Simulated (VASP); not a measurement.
Input of a VASP 6.6.1 run:

File INCAR:

```
SYSTEM = MnO
ALGO = Normal ; EDIFF = 1E-6
ENCUT = 520 ; GGA = PE
ISIF = 2 ; ISMEAR = -1
ISPIN = 2 ; LASPH = .True.
LCHARG = .True. ; LDAU = .True.
LDAUJ = 0 0 ; LDAUL = 2 -1
LDAUPRINT = 1 ; LDAUTYPE = 2
LDAUU = 2.7 0 ; LELF = .True.
LMAXMIX = 4 ; LORBIT = 11
LREAL = .False. ; LVHAR = .True.
LWAVE = .False. ; MAGMOM = 4.5 0
NBANDS = 20 ; NELM = 150
PREC = Accurate ; SIGMA = 0.03
```

The input KPOINTS:

```
k-points
0
Gamma
  9 9 9
  0 0 0
```

POSCAR

```
MnO
1.0
    0.0000000000      2.2050000000      2.2050000000
    2.2050000000      0.0000000000      2.2050000000
    2.2050000000      2.2050000000      0.0000000000
Mn O
1 1
Direct
    0.0000000000      0.0000000000      0.0000000000
    0.5000000000      0.5000000000      0.5000000000
```

Potentials or basis: VASP PAW PBE potentials, release 64 (Mn_pv, O).

The run is started by

```sh
$ cat potpaw_PBE.64/Mn_pv/POTCAR potpaw_PBE.64/O/POTCAR > POTCAR
$ mpirun -np 1 vasp_std > vasp.out
```

What does it give for the net moment?

5.00 μB per cell.

Estimate the pressure.

11.4 GPa.

Predict the site moments.

Mn +4.58; O +0.19 μB.

Eigenvalues of the final occupation matrices:
| site | spin | trace | eigenvalues |
| --- | --- | --- | --- |
| site 1 d | 1 | 4.76 | 0.94 0.94 0.94 0.97 0.97 |
| site 1 d | 2 | 0.23 | 0.02 0.02 0.02 0.08 0.08 |

Caveat: the cell stands under pressure; a cell with one magnetic atom can't hold antiferromagnetic order, which such compounds often take. The state reached can hang on the start; a lower one may exist.
